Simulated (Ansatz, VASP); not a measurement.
# BiTe: VASP beside Ansatz

Contents of INCAR:

```
ALGO = Normal
EDIFF = 1E-7
ENCUT = 520
GGA = PE
ISIF = 2
ISMEAR = 0
LASPH = True
LCHARG = True
LELF = True
LREAL = False
LVHAR = True
LWAVE = False
NBANDS = 18
NELM = 60
PREC = Accurate
SIGMA = 0.1
```

The input KPOINTS:

```
k-points
0
Gamma
  8 8 8
```

POSCAR

```
BiTe
1.0
    0.0000000000      3.2350000000      3.2350000000
    3.2350000000      0.0000000000      3.2350000000
    3.2350000000      3.2350000000      0.0000000000
Bi Te
1 1
Direct
    0.0000000000      0.0000000000      0.0000000000
    0.5000000000      0.5000000000      0.5000000000
```

Input for Ansatz:

```yaml
crystal:
  lattice:
    - [0.0, 3.235, 3.235]
    - [3.235, 0.0, 3.235]
    - [3.235, 3.235, 0.0]
  atoms:
    - { symbol: Bi, position: [0.0, 0.0, 0.0] }
    - { symbol: Te, position: [0.5, 0.5, 0.5] }
basis:
  ecutwfc: 420
kpoints:
  mp_grid: { grid: [8, 8, 8] }
hamiltonian:
  xc: pbe
scf:
  occupations: { method: gaussian, width: 0.1 }
output:
  forces: true
  stress: true
  eigenvalues: true
```

Alike in both runs: task single point; functional PBE; k mesh 8 × 8 × 8; occupations gaussian, width 0.1 eV; no spin polarisation.

|  | VASP | Ansatz |
| --- | --- | --- |
| version | VASP 6.6.1 | Ansatz 0.2.0 |
| potentials or method | VASP PAW PBE potentials, release 64 (Bi_d, Te), cutoff 520 eV | scalar-relativistic, plane waves, PAW |
| valence electrons in the cell | 21 | 31 |

|  | VASP | Ansatz | Ansatz less VASP |
| --- | --- | --- | --- |
| gap on the k mesh at the Fermi level (eV) | none | none | - |
| pressure (GPa) | 0.6 | 0.6 | +0.05 |

A gap of «none» marks a metal or a gap that the smearing closes. VASP's potentials hold 21 valence electrons a cell and Ansatz's 31, so a difference there can come from the potentials and not from the codes.

Neither program's run includes spin-orbit coupling.
